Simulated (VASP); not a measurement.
# SbP2 (P4/nmm) in VASP: further runs, part 2 of 2

VASP 6.6.1. The steps go on from the part before.

## 3. Single point, r2SCAN

This run uses another cell than the first one, of 21.08 Å³/atom.

File POSCAR:

```
SbP2
1.0
    4.4587421731      0.0000000000      0.0000000000
    0.0000000000      4.4587421731      0.0000000000
    0.0000000000      0.0000000000      6.3627694231
Sb P
2 4
Direct
    0.0000000000      0.5000000000      0.5111628874
    0.5000000000      0.0000000000      0.4888371126
    0.0000000000      0.0000000000      0.0000000000
    0.5000000000      0.5000000000      0.0000000000
    0.0000000000      0.5000000000      0.1043904605
    0.5000000000      0.0000000000      0.8956095395
```

File INCAR.step1:

```
SYSTEM = SbP2
PREC     = Accurate       ! precision mode
ENCUT    = 520            ! plane-wave cutoff, eV
ISMEAR   = 0              ! smearing method
SIGMA    = 0.1            ! smearing width, eV
LREAL    = .False.        ! projectors in reciprocal space
LASPH    = .True.         ! aspherical terms in the spheres
NELM     = 80             ! most SCF steps
NBANDS   = 24             ! bands
GGA      = PE             ! functional
ALGO     = Normal         ! electronic algorithm
EDIFF    = 1E-4           ! SCF threshold, eV
LWAVE    = .True.         ! write WAVECAR
LCHARG   = .False.        ! write CHGCAR
```

File INCAR.step2:

```
SYSTEM = SbP2
PREC     = Accurate       ! precision mode
ENCUT    = 520            ! plane-wave cutoff, eV
EDIFF    = 1E-7           ! SCF threshold, eV
ISMEAR   = 0              ! smearing method
SIGMA    = 0.1            ! smearing width, eV
LREAL    = .False.        ! projectors in reciprocal space
LASPH    = .True.         ! aspherical terms in the spheres
NELM     = 80             ! most SCF steps
ALGO     = Normal         ! electronic algorithm
ISIF     = 2              ! what is computed and relaxed
LWAVE    = .False.        ! write WAVECAR
LCHARG   = .False.        ! write CHGCAR
METAGGA  = R2SCAN         ! meta-GGA
LMIXTAU  = .True.       
NBANDS   = 24             ! bands
ISTART   = 1
```

File KPOINTS:

```
regular mesh
0
Gamma
  8 8 6
  0 0 0
```

Potentials or basis: VASP PAW PBE potentials, release 64 (Sb, P).

The run is started by

```
$ cat potpaw_PBE.64/Sb/POTCAR potpaw_PBE.64/P/POTCAR > POTCAR
$ cp INCAR.step1 INCAR
$ mpirun -np 1 vasp_std > vasp.out
$ cp INCAR.step2 INCAR
$ mpirun -np 1 vasp_std > vasp.out
```

OUTCAR:

```text
SYSTEM = SbP2
   PREC = Accurate
   ENCUT = 520
   EDIFF = 1E-7
   ISMEAR = 0
   LREAL = .False.
   LASPH = .True.
   NELM = 80
   ISIF = 2
   METAGGA = R2SCAN
   ISTART = 1

 ion  position               nearest neighbor table
   1  0.000  0.500  0.511-   5 2.59   2 3.16   2 3.16   2 3.16   2 3.16
   2  0.500  0.000  0.489-   6 2.59   1 3.16   1 3.16   1 3.16   1 3.16
   3  0.000  0.000  0.000-   5 2.33   6 2.33   5 2.33   6 2.33
   4  0.500  0.500  0.000-   5 2.33   6 2.33   6 2.33   5 2.33
   5  0.000  0.500  0.104-   3 2.33   4 2.33   3 2.33   4 2.33   1 2.59
   6  0.500  0.000  0.896-   3 2.33   4 2.33   4 2.33   3 2.33   2 2.59

  LATTYP: Found a simple tetragonal cell.
 ALAT       =     4.4587421731
 C/A-ratio  =     1.4270323728

  Lattice vectors:

 A1 = (   4.4587421731,   0.0000000000,   0.0000000000)
 A2 = (   0.0000000000,   4.4587421731,   0.0000000000)
 A3 = (   0.0000000000,   0.0000000000,   6.3627694231)

Analysis of symmetry for initial positions (statically):
=====================================================================
 Subroutine PRICEL returns:
[... 185 lines left out ...]
 cond. band min:       7.5918386493   @ k =   0.5000   0.5000   0.5000
 fundamental gap:      0.0492865178
 Fermi energy:         7.5721515092

 k-point     1 :       0.0000    0.0000    0.0000
  band No.  band energies     occupation
      1      -8.8620      2.00000
      2      -4.2428      2.00000
      3      -4.1949      2.00000
      4      -2.2483      2.00000
      5      -0.4911      2.00000
      6      -0.4911      2.00000
[... 637 lines left out ...]
     23      12.4973      0.00000
     24      12.4973      0.00000

 [... further k-points ...]

------------------------ aborting loop because EDIFF is reached ----------------------------------------

  FORCE on cell =-STRESS in cart. coord.  units (eV):
  Direction    XX          YY          ZZ          XY          YZ          ZX
  --------------------------------------------------------------------------------------
  -------------------------------------------------------------------------------------
  Total       -0.2604206     -0.2604206      0.0025563      0.0000000      0.0000000      0.0000000
  in kB       -3.2984893     -3.2984893      0.0323777      0.0000000      0.0000000      0.0000000
  external PRESSURE =      -2.1882003 kB  Pullay stress =       0.0000000 kB

 VOLUME and BASIS-vectors are now :
 -----------------------------------------------------------------------------
  energy-cutoff  :      520.00
  volume of cell :      126.49
      direct lattice vectors                 reciprocal lattice vectors
     4.458742173  0.000000000  0.000000000     0.224278499  0.000000000  0.000000000
     0.000000000  4.458742173  0.000000000     0.000000000  0.224278499  0.000000000
     0.000000000  0.000000000  6.362769423     0.000000000  0.000000000  0.157164268

 POSITION                                       TOTAL-FORCE (eV/Angst)
 -----------------------------------------------------------------------------------
      0.00000      2.22937      3.25241         0.000000     -0.000000      0.027558
      2.22937      0.00000      3.11036         0.000000     -0.000000     -0.027558
      0.00000      0.00000      0.00000         0.000000      0.000000      0.000000
      2.22937      2.22937      0.00000         0.000000     -0.000000      0.000000
      0.00000      2.22937      0.66421         0.000000     -0.000000     -0.045151
      2.22937      0.00000      5.69856         0.000000     -0.000000      0.045151
 -----------------------------------------------------------------------------------
    total drift:                               -0.000000     -0.000000      0.000000

  FREE ENERGIE OF THE ION-ELECTRON SYSTEM (eV)
  ---------------------------------------------------
  free  energy   TOTEN  =       -86.0955894987 eV

  energy  without entropy=      -86.0875150836  energy(sigma->0) =      -86.09155229
```

OUTCAR.step1:

```text
SYSTEM = SbP2
   PREC = Accurate
   ENCUT = 520
   ISMEAR = 0
   LREAL = .False.
   LASPH = .True.
   NELM = 80
[... 887 lines left out ...]
      2.22937      2.22937      0.00000        -0.000000      0.000000      0.000000
      0.00000      2.22937      0.66421        -0.000000      0.000000     -0.049132
      2.22937      0.00000      5.69856         0.000000      0.000000      0.049132
 -----------------------------------------------------------------------------------
    total drift:                               -0.000000     -0.000000      0.000000

  FREE ENERGIE OF THE ION-ELECTRON SYSTEM (eV)
  ---------------------------------------------------
  free  energy   TOTEN  =       -28.7414559176 eV

  energy  without entropy=      -28.7312869095  energy(sigma->0) =      -28.73637141
```

Wall time 13 min (1 thread of Intel Xeon 8259CL, shared host); peak memory 0.35 GiB.

Results:

```yaml
Free_energy: -86.0956 eV
Pressure: -0.2 GPa
Largest_force: 0.045 eV/Å
Band_gap_on_the_k_mesh: zero (bands 15 and 16 overlap by 2.85 eV)
```

Forces on the atoms (eV/Å):
```
Sb   0.000  0.000  0.028
Sb   0.000  0.000 -0.028
P    0.000  0.000  0.000
P    0.000  0.000  0.000
P    0.000  0.000 -0.045
P    0.000  0.000  0.045
```

Caveat: the PAW data sets were made with another functional, which shifts forces and pressure a little; spin-orbit coupling is left out, which moves the levels of the heavy elements.

## 4. Single point, r2SCAN

This run uses another cell than the first one, of 20.85 Å³/atom.

File POSCAR:

```
SbP2
1.0
    4.4423366829      0.0000000000      0.0000000000
    0.0000000000      4.4423366829      0.0000000000
    0.0000000000      0.0000000000      6.3384211877
Sb P
2 4
Direct
    0.0000000000      0.5000000000      0.5148682634
    0.5000000000      0.0000000000      0.4851317366
    0.0000000000      0.0000000000      0.0000000000
    0.5000000000      0.5000000000      0.0000000000
    0.0000000000      0.5000000000      0.1063557490
    0.5000000000      0.0000000000      0.8936442510
```

File INCAR.step1:

```
PREC = Accurate ; ENCUT = 520
ISMEAR = 0 ; SIGMA = 0.1
LREAL = F ; LASPH = T
NELM = 80 ; NBANDS = 24
GGA = PE ; ALGO = Normal
EDIFF = 1E-4 ; LWAVE = T
LCHARG = F
```

File INCAR.step2:

```
PREC = Accurate ; ENCUT = 520
EDIFF = 1E-6 ; ISMEAR = 0
SIGMA = 0.1 ; LREAL = F
LASPH = T ; NELM = 80
ALGO = Normal ; ISIF = 2
LWAVE = F ; LCHARG = F
METAGGA = R2SCAN ; LMIXTAU = T
NBANDS = 24 ; ISTART = 1
```

File KPOINTS:

```
regular mesh
0
Gamma
  10 10 6
```

The run is started by

```
$ cat potpaw_PBE.64/Sb/POTCAR potpaw_PBE.64/P/POTCAR > POTCAR
$ cp INCAR.step1 INCAR
$ mpirun -np 1 vasp_std > vasp.out
$ cp INCAR.step2 INCAR
$ mpirun -np 1 vasp_std > vasp.out
```

Run time: 17 min. Hardware: 1 thread of Intel Xeon 8259CL, shared host; peak memory 0.39 GiB.

It converged, with:

```yaml
Free_energy: -86.0696 eV
Pressure: -0.2 GPa
Largest_force: 0.048 eV/Å
Band_gap_on_the_k_mesh: zero (bands 15 and 16 overlap by 2.88 eV)
```

Forces in eV/Å, atoms in the order of the input:
```
Sb   0.000  0.000  0.029
Sb   0.000  0.000 -0.029
P    0.000  0.000  0.000
P    0.000  0.000  0.000
P    0.000  0.000 -0.048
P    0.000  0.000  0.048
```

Stress tensor (GPa, compression positive):
```
-0.33  0.00  0.00
 0.00 -0.33  0.00
 0.00  0.00 -0.01
```

Levels at points of the mesh, in eV from the Fermi level:
```tsv
k point	band 12	band 13	band 14	band 15	band 16	band 17	band 18	band 19
(0.00, 0.00, 0.00)	-2.83	-2.83	-1.29	-0.75	-0.11	2.15	2.15	3.04
(0.50, 0.00, 0.00)	-1.93	-0.61	-0.61	-0.29	-0.29	1.00	1.00	2.91
(0.50, 0.50, 0.00)	-4.67	-0.04	-0.04	1.60	1.60	3.01	3.01	3.08
(0.00, 0.00, 0.50)	-2.77	-2.77	-1.81	-1.45	-1.23	2.12	3.08	3.37
(0.50, 0.00, 0.50)	-3.34	-1.04	-1.04	-0.41	-0.41	0.63	0.63	2.84
(0.50, 0.50, 0.50)	-2.97	-0.03	-0.03	-0.03	-0.03	1.91	1.91	2.56
```

Caveat: the PAW data sets were made with another functional, which shifts forces and pressure a little; spin-orbit coupling is left out, which moves the levels of the heavy elements.

## 5. The runs side by side

```tsv
cell	k mesh	gap on the mesh (eV)	pressure (GPa)	largest force (eV/Å)
a = 4.228, b = 4.228, c = 6.451 Å, 6 atoms, atomic positions A	4 × 4 × 4	none	1.9	0.27
a = 4.459, b = 4.459, c = 6.363 Å, 6 atoms, atomic positions B	8 × 8 × 6	none	-0.2	0.05
a = 4.442, b = 4.442, c = 6.338 Å, 6 atoms, atomic positions C	10 × 10 × 6	none	-0.2	0.05
```

Alike in all rows: task single point; level r2SCAN; potentials or basis VASP PAW PBE potentials, release 64 (Sb, P); no spin polarisation; cutoff (eV) 520; smearing gaussian 0.1 eV.

Caveats: some runs use coarse meshes; the PAW data sets were made with another functional, which shifts forces and pressure a little; spin-orbit coupling is left out, which moves the levels of the heavy elements.

Total energies depend on the potentials used, so only differences within one code and one set of settings carry meaning.
